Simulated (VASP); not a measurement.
# Nb (Im-3m) in VASP: settings compared

The runs below take Nb through single point, with PBEsol+D3(BJ), PBE, PBE+D4.

Everything below comes from runs of VASP 6.6.1. Logs are shortened: lines on timing, memory, paths and dates and some standing lists are left out, and cuts for length are marked.

**1. The cell of the first run**

Symmetry: Im-3m, No. 229, cubic system. The conventional cell has a = 3.233 Å, b = 3.233 Å, c = 3.233 Å, α = 90.00°, β = 90.00°, γ = 90.00°. Nb (site symmetry m-3m) has 14 Nb at 2.80 to 3.23 Å within 3.7 Å.

**2. Single point, PBEsol+D3(BJ)**

INCAR reads:

```
SYSTEM = Nb
PREC     = Accurate       ! precision mode
ENCUT    = 500            ! plane-wave cutoff, eV
EDIFF    = 1E-6           ! SCF threshold, eV
ISMEAR   = -1             ! smearing method
SIGMA    = 0.05           ! smearing width, eV
LREAL    = .FALSE.        ! projectors in reciprocal space
LASPH    = .TRUE.         ! aspherical terms in the spheres
NELM     = 120            ! most SCF steps
ALGO     = Normal         ! electronic algorithm
ISIF     = 2              ! what is computed and relaxed
LWAVE    = .FALSE.        ! write WAVECAR
LCHARG   = .FALSE.        ! write CHGCAR
GGA      = PS             ! functional
IVDW     = 12             ! dispersion correction
NBANDS   = 12             ! bands
GGA_COMPAT= .FALSE.
```

KPOINTS reads:

```
regular mesh
0
G
  11 11 11
  0 0 0
```

POSCAR reads:

```
Nb
1.0
   -1.6165244195      1.6165244195      1.6165244195
    1.6165244195     -1.6165244195      1.6165244195
    1.6165244195      1.6165244195     -1.6165244195
Nb
1
Direct
    0.0000000000      0.0000000000      0.0000000000
```

Potentials or basis: VASP PAW PBE potentials, release 64 (Nb_sv).

Command:

```console
$ cat potpaw_PBE.64/Nb_sv/POTCAR > POTCAR
$ mpirun -np 1 vasp_std > vasp.out
```

OUTCAR:

```text
SYSTEM = Nb
   PREC = Accurate
   ENCUT = 500
   EDIFF = 1E-6
   ISMEAR = -1
   LREAL = .FALSE.
   LASPH = .TRUE.
   NELM = 120
   ISIF = 2
   GGA = PS
   IVDW = 12
 IVDW          = 12

 ion  position               nearest neighbor table
   1  0.000  0.000  0.000-

  LATTYP: Found a body centered cubic cell.
 ALAT       =     3.2330488390

  Lattice vectors:

 A1 = (  -1.6165244195,   1.6165244195,   1.6165244195)
 A2 = (   1.6165244195,  -1.6165244195,   1.6165244195)
 A3 = (   1.6165244195,   1.6165244195,  -1.6165244195)

Analysis of symmetry for initial positions (statically):
=====================================================================
 Subroutine PRICEL returns:
 Original cell was already a primitive cell.

 Routine SETGRP: Setting up the symmetry group for a
 body centered cubic supercell.

 Subroutine GETGRP returns: Found 48 space group operations
 (whereof 48 operations were pure point group operations)
 out of a pool of 48 trial point group operations.

The static configuration has the point symmetry O_h .

Analysis of symmetry for dynamics (positions and initial velocities):
=====================================================================
 Subroutine PRICEL returns:
 Original cell was already a primitive cell.

 Routine SETGRP: Setting up the symmetry group for a
 body centered cubic supercell.

 Subroutine GETGRP returns: Found 48 space group operations
 (whereof 48 operations were pure point group operations)
 out of a pool of 48 trial point group operations.

The dynamic configuration has the point symmetry O_h .

 Subroutine INISYM returns: Found 48 space group operations
 (whereof 48 operations are pure point group operations),
 and found     1 'primitive' translations

----------------------------------------------------------------------------------------

                                     Primitive cell

  volume of cell :      16.8969

  direct lattice vectors                    reciprocal lattice vectors
    -1.616524419  1.616524419  1.616524419     0.000000000  0.309305566  0.309305566
     1.616524419 -1.616524419  1.616524419     0.309305566  0.000000000  0.309305566
     1.616524419  1.616524419 -1.616524419     0.309305566  0.309305566  0.000000000

  length of vectors
     2.799902426  2.799902426  2.799902426     0.437424126  0.437424126  0.437424126

  position of ions in fractional coordinates (direct lattice)
     0.000000000  0.000000000  0.000000000

  ion indices of the primitive-cell ions
   primitive index   ion index
                 1           1

----------------------------------------------------------------------------------------

 KPOINTS: regular mesh

Automatic generation of k-mesh.
 Grid dimensions read from file:
 generate k-points for:   11   11   11

 Generating k-lattice:

  Cartesian coordinates                     Fractional coordinates (reciprocal lattice)
     0.000000000  0.028118688  0.028118688     0.090909091  0.000000000  0.000000000
     0.028118688  0.000000000  0.028118688     0.000000000  0.090909091  0.000000000
     0.028118688  0.028118688  0.000000000     0.000000000  0.000000000  0.090909091

  Length of vectors
     0.039765830  0.039765830  0.039765830

  Shift w.r.t. Gamma in fractional coordinates (k-lattice)
     0.000000000  0.000000000  0.000000000

 Subroutine IBZKPT returns following result:
 ===========================================

 Found     56 irreducible k-points:

 Following reciprocal coordinates:
            Coordinates               Weight
  0.000000  0.000000  0.000000      1.000000
  0.090909  0.000000  0.000000     12.000000
  0.181818  0.000000  0.000000     12.000000
  0.272727  0.000000  0.000000     12.000000
  0.363636  0.000000  0.000000     12.000000
  0.454545  0.000000  0.000000     12.000000
[... 16 lines left out ...]
  0.272727  0.181818  0.090909     48.000000
  0.363636  0.181818  0.090909     24.000000
 [... further k-points ...]
   k-points           NKPTS =     56   k-points in BZ     NKDIM =     56   number of bands    NBANDS=     12
   number of dos      NEDOS =    301   number of ions     NIONS =      1
   total plane-waves  NPLWV =   8000
   dimension x,y,z NGX =    20 NGY =   20 NGZ =   20
   dimension x,y,z NGXF=    40 NGYF=   40 NGZF=   40
   ions per type =               1
   NGX,Y,Z   is equivalent  to a cutoff of  11.88, 11.88, 11.88 a.u.
   NGXF,Y,Z  is equivalent  to a cutoff of  23.75, 23.75, 23.75 a.u.
 SYSTEM =  Nb
   PREC   = accura    normal or accurate (medium, high low for compatibility)
   ISTART =      0    job   : 0-new  1-cont  2-samecut
   ICHARG =      2    charge: 1-file 2-atom 10-const
   ISPIN  =      1    spin polarized calculation?
   LNONCOLLINEAR =      F non collinear calculations
   LSORBIT =      F    spin-orbit coupling
   LASPH  =      T    aspherical Exc in radial PAW
   ENCUT  =  500.0 eV  36.75 Ry    6.06 a.u.   5.10  5.10  5.10*2*pi/ulx,y,z
   NELM   =    120;   NELMIN=  2; NELMDL= -5     # of ELM steps
   EDIFF  = 0.1E-05   stopping-criterion for ELM
   LREAL  =      F    real-space projection
[... 7 lines left out ...]
   TEBEG  =    0.0;   TEEND  =   0.0 temperature during run
   PSTRESS=    0.0 pullay stress
   NELECT =      13.0000    total number of electrons
   NUPDOWN=      -1.0000    fix difference up-down
   EMIN   =  10.00;   EMAX   =-10.00  energy-range for DOS
   EFERMI =   0.00;   METHOD = LEGACY
   ISMEAR =    -1;   SIGMA  =   0.05  broadening in eV -4-tet -1-fermi 0-gaus
   EFERMI_NEDOS =   21; number of points for ismear=-14 and -15
   IALGO  =     38    algorithm
   IMIX   =      4    mixing-type and parameters
     AMIX     =   0.40;   BMIX     =  1.00
     AMIX_MAG =   1.60;   BMIX_MAG =  1.00
  volume/ion in A,a.u.               =      16.90       114.03
  Fermi-wavevector in a.u.,A,eV,Ry     =   1.500100  2.834779 30.617210  2.250301
  Thomas-Fermi vector in A             =   2.611645
   LORBIT       =      0    0 simple, 1 ext, 2 COOP (PROOUT), +10 PAW based schemes
   GGA     = PS    functional components
   LHFCALC =     F    Hartree Fock is set to
   AEXX    =    0.0000 exact exchange contribution
   IVDW    =    12    specifies the selected vdW correction
   LEPSILON=     F    determine dielectric tensor
   LRPA    =     F    only Hartree local field effects (RPA)
 non-spin polarized calculation
  energy-cutoff  :      500.00
  volume of cell :       16.90
 maximum number of plane-waves:       444
   NGX = 11   NGY = 11   NGZ = 11

 number of electron      12.9999998 magnetization

 Free energy of the ion-electron system (eV)
  ---------------------------------------------------
  ext. energy  EPLUGINS =         0.00000000
  ---------------------------------------------------
  free energy    TOTEN  =       -10.93276084 eV

  energy without entropy =      -10.91702454  energy(sigma->0) =      -10.92489269

 E-fermi :  11.9198     XC(G=0): -12.9644

 val. band max:       11.9176034945   @ k =   0.2727   0.0000   0.0000
 cond. band min:      11.9474069267   @ k =   0.2727   0.0909   0.0909
 fundamental gap:      0.0298034322
 Fermi energy:        11.9198040443

 k-point     1 :       0.0000    0.0000    0.0000
  band No.  band energies     occupation
      1     -42.2421      2.00000
      2     -17.4038      2.00000
      3     -17.4038      2.00000
      4     -17.4038      2.00000
      5       5.8791      2.00000
      6      12.3003      0.00099
      7      12.3003      0.00099
      8      12.3003      0.00099
      9      15.4274      0.00000
     10      15.4274      0.00000
     11      26.3398      0.00000
     12      26.3398      0.00000

 k-point     2 :       0.0909    0.0000    0.0000
  band No.  band energies     occupation
      1     -42.2174      2.00000
      2     -17.5477      2.00000
      3     -17.4468      2.00000
      4     -17.4053      2.00000
      5       6.2432      2.00000
      6      12.0735      0.08838
      7      12.2365      0.00355
      8      12.6557      0.00000
      9      15.0986      0.00000
     10      15.4278      0.00000
     11      26.6397      0.00000
     12      26.9710      0.00000

 k-point     3 :       0.1818    0.0000    0.0000
  band No.  band energies     occupation
      1     -42.1506      2.00000
      2     -17.9221      2.00000
      3     -17.5606      2.00000
      4     -17.4092      2.00000
      5       7.1720      2.00000
      6      11.5242      1.99927
      7      11.9577      0.63859
      8      13.6846      0.00000
      9      14.7634      0.00000
     10      15.4753      0.00000
     11      27.0654      0.00000
     12      28.7085      0.00000
[... 286 lines left out ...]
 k-point    23 :       0.2727    0.1818    0.0909
  band No.  band energies     occupation
      1     -41.9230      2.00000
      2     -18.7754      2.00000
      3     -18.0542      2.00000
      4     -17.6745      2.00000
      5       9.4961      2.00000
      6      10.3022      2.00000
      7      11.8119      1.79280
      8      15.7503      0.00000
      9      16.2715      0.00000
     10      20.8036      0.00000
     11      24.2686      0.00000
     12      25.8352      0.00000

 k-point    24 :       0.3636    0.1818    0.0909
  band No.  band energies     occupation
      1     -41.9047      2.00000
      2     -18.7836      2.00000
      3     -18.1627      2.00000
      4     -17.6868      2.00000
      5       9.3865      2.00000
      6      10.2463      2.00000
      7      12.4205      0.00009
      8      15.8940      0.00000
      9      16.3469      0.00000
     10      21.7228      0.00000
     11      23.1848      0.00000
     12      25.2205      0.00000

 [... further k-points ...]

------------------------ aborting loop because EDIFF is reached ----------------------------------------

 Edisp (eV)   -0.80241

 E8    (eV) :    -0.5702

  FORCE on cell =-STRESS in cart. coord.  units (eV):
  Direction    XX          YY          ZZ          XY          YZ          ZX
  --------------------------------------------------------------------------------------
  -------------------------------------------------------------------------------------
  Total      -0.03568    -0.03568    -0.03568     0.00000     0.00000    -0.00000
  in kB      -3.38365    -3.38365    -3.38365     0.00000     0.00000    -0.00000
  external pressure =       -3.38 kB  Pullay stress =        0.00 kB

 VOLUME and BASIS-vectors are now :
 -----------------------------------------------------------------------------
  energy-cutoff  :      500.00
  volume of cell :       16.90
      direct lattice vectors                 reciprocal lattice vectors
    -1.616524419  1.616524419  1.616524419     0.000000000  0.309305566  0.309305566
     1.616524419 -1.616524419  1.616524419     0.309305566  0.000000000  0.309305566
     1.616524419  1.616524419 -1.616524419     0.309305566  0.309305566  0.000000000

 POSITION                                       TOTAL-FORCE (eV/Angst)
 -----------------------------------------------------------------------------------
      0.00000      0.00000      0.00000         0.000000     -0.000000     -0.000000
 -----------------------------------------------------------------------------------
    total drift:                                0.000000      0.000000      0.000000

  FREE ENERGIE OF THE ION-ELECTRON SYSTEM (eV)
  ---------------------------------------------------
  free  energy   TOTEN  =       -11.7351692221 eV

  energy  without entropy=      -11.7194329278  energy(sigma->0) =      -11.72730107
```

Run time: 6.2 s. Hardware: 1 thread of Intel Xeon Platinum 8488C (Sapphire Rapids), shared host; peak memory 0.14 GiB.

What came out:

```yaml
Free_energy: -11.7352 eV
Pressure: -0.3 GPa
Band_gap_on_the_k_mesh: zero (an odd number of electrons rules out a gap without spin polarisation)
Dispersion_energy_per_atom: -0.802 eV
```

Levels at points of the mesh, in eV from the Fermi level:
```csv
k point,band 4,band 5,band 6,band 7,band 8,band 9
"(0.00, 0.00, 0.00)",-29.32,-6.04,0.38,0.38,0.38,3.51
```

Caveat: the PAW data sets were made with another functional, which shifts forces and pressure a little.

**3. Single point, PBE**

This run uses another cell than the first one, of 18.43 Å³/atom.

INCAR reads:

```
SYSTEM = Nb
ALGO     = Normal         ! electronic algorithm
EDIFF    = 1E-6           ! SCF threshold, eV
ENCUT    = 500            ! plane-wave cutoff, eV
GGA      = PE             ! functional
GGA_COMPAT= .FALSE.      
ISIF     = 2              ! what is computed and relaxed
ISMEAR   = 0              ! smearing method
LASPH    = .TRUE.         ! aspherical terms in the spheres
LCHARG   = .FALSE.        ! write CHGCAR
LREAL    = .FALSE.        ! projectors in reciprocal space
LWAVE    = .FALSE.        ! write WAVECAR
NBANDS   = 12             ! bands
NELM     = 120            ! most SCF steps
PREC     = Accurate       ! precision mode
SIGMA    = 0.018000000000000002 ! smearing width, eV
```

KPOINTS reads:

```
k-points
0
G
  11 11 11
  0 0 0
```

POSCAR reads:

```
Nb
1.0
   -1.6639500000      1.6639500000      1.6639500000
    1.6639500000     -1.6639500000      1.6639500000
    1.6639500000      1.6639500000     -1.6639500000
Nb
1
Direct
    0.0000000000      0.0000000000      0.0000000000
```

Potentials or basis: VASP PAW PBE potentials, release 64 (Nb_sv).

Command:

```console
$ cat potpaw_PBE.64/Nb_sv/POTCAR > POTCAR
$ mpirun -np 1 vasp_std > vasp.out
```

Wall time 7.3 s (1 thread of Intel Xeon Platinum 8488C (Sapphire Rapids), shared host); peak memory 0.14 GiB.

Results (log left out):

- Free energy: -10.2061 eV
- Pressure: -2.1 GPa
- Band gap on the k mesh: zero (an odd number of electrons rules out a gap without spin polarisation)

Levels at points of the mesh, in eV from the Fermi level:
```tsv
k point	band 4	band 5	band 6	band 7	band 8	band 9
(0.00, 0.00, 0.00)	-29.69	-5.83	0.43	0.43	0.43	3.27
```

**4. Single point, PBE**

This run uses another cell than the first one, of 18.43 Å³/atom.

INCAR reads:

```
SYSTEM = Nb
PREC = Accurate ; ENCUT = 500
EDIFF = 1E-6 ; ISMEAR = 0
SIGMA = 0.019000000000000003 ; LREAL = .False.
LASPH = .True. ; NELM = 120
ALGO = Normal ; ISIF = 2
LWAVE = .False. ; LCHARG = .False.
GGA = PE ; NBANDS = 12
GGA_COMPAT = .False.
```

KPOINTS reads:

```
Automatic mesh
0
Gamma
  11 11 11
  0 0 0
```

POSCAR is that of step 3.

Command:

```console
$ cat potpaw_PBE.64/Nb_sv/POTCAR > POTCAR
$ mpirun -np 1 vasp_std > vasp.out
```

Run time: 6.9 s. Hardware: 1 thread of Intel Xeon Platinum 8488C (Sapphire Rapids), shared host; peak memory 0.14 GiB.

The run converged. Its results:

- Free energy: -10.2061 eV
- Pressure: -2.1 GPa
- Band gap on the k mesh: zero (an odd number of electrons rules out a gap without spin polarisation)

Levels at points of the mesh, in eV from the Fermi level:
```
           k point  band 4  band 5  band 6  band 7  band 8  band 9
(0.00, 0.00, 0.00)  -29.69   -5.83    0.43    0.43    0.43    3.27
```

**5. Single point, PBE+D4**

This run uses another cell than the first one, of 17.91 Å³/atom.

INCAR reads:

```
SYSTEM = Nb
PREC     = Accurate       ! precision mode
ENCUT    = 500            ! plane-wave cutoff, eV
EDIFF    = 1E-6           ! SCF threshold, eV
ISMEAR   = -1             ! smearing method
SIGMA    = 0.05           ! smearing width, eV
LREAL    = .FALSE.        ! projectors in reciprocal space
LASPH    = .TRUE.         ! aspherical terms in the spheres
NELM     = 120            ! most SCF steps
ALGO     = Normal         ! electronic algorithm
ISIF     = 2              ! what is computed and relaxed
LWAVE    = .FALSE.        ! write WAVECAR
LCHARG   = .FALSE.        ! write CHGCAR
GGA      = PE             ! functional
IVDW     = 13             ! dispersion correction
NBANDS   = 12             ! bands
GGA_COMPAT= .FALSE.
```

KPOINTS reads:

```
regular mesh
0
G
  11 11 11
  0 0 0
```

POSCAR reads:

```
Nb
1.0
   -1.6481424355      1.6481424355      1.6481424355
    1.6481424355     -1.6481424355      1.6481424355
    1.6481424355      1.6481424355     -1.6481424355
Nb
1
Direct
    0.0000000000      0.0000000000      0.0000000000
```

Command:

```console
$ cat potpaw_PBE.64/Nb_sv/POTCAR > POTCAR
$ mpirun -np 1 vasp_std > vasp.out
```

It took 8.7 s on 1 thread of Intel Xeon Platinum 8488C (Sapphire Rapids), shared host; peak memory 0.14 GiB.

The run converged. Its results:

```yaml
Free_energy: -10.5485 eV
Pressure: -0.4 GPa
Band_gap_on_the_k_mesh: zero (an odd number of electrons rules out a gap without spin polarisation)
Dispersion_energy_per_atom: -0.336 eV
```

Levels at points of the mesh, in eV from the Fermi level:
```
           k point  band 2  band 3  band 4  band 5  band 6  band 7  band 8  band 9  band 10  band 11
(0.00, 0.00, 0.00)  -29.61  -29.61  -29.61   -5.91    0.40    0.40    0.40    3.33     3.33    14.28
```

**6. Overview**

```tsv
level	cell	smearing	gap on the mesh (eV)	pressure (GPa)
PBEsol+D3(BJ)	a = 2.800 Å, angles 109.5°, 1 atom	fermi-dirac 0.05 eV	none	-0.3
PBE	a = 2.882 Å, angles 109.5°, 1 atom	gaussian 0.018 eV	none	-2.1
PBE	a = 2.882 Å, angles 109.5°, 1 atom	gaussian 0.019 eV	none	-2.1
PBE+D4	a = 2.855 Å, angles 109.5°, 1 atom	fermi-dirac 0.05 eV	none	-0.4
```

Alike in all rows: task single point; potentials or basis VASP PAW PBE potentials, release 64 (Nb_sv); no spin polarisation; k mesh 11 × 11 × 11; cutoff (eV) 500.

Caveats: the PAW data sets were made with another functional, which shifts forces and pressure a little (at least some runs).

Absolute energies hang on the potentials; compare differences alone.
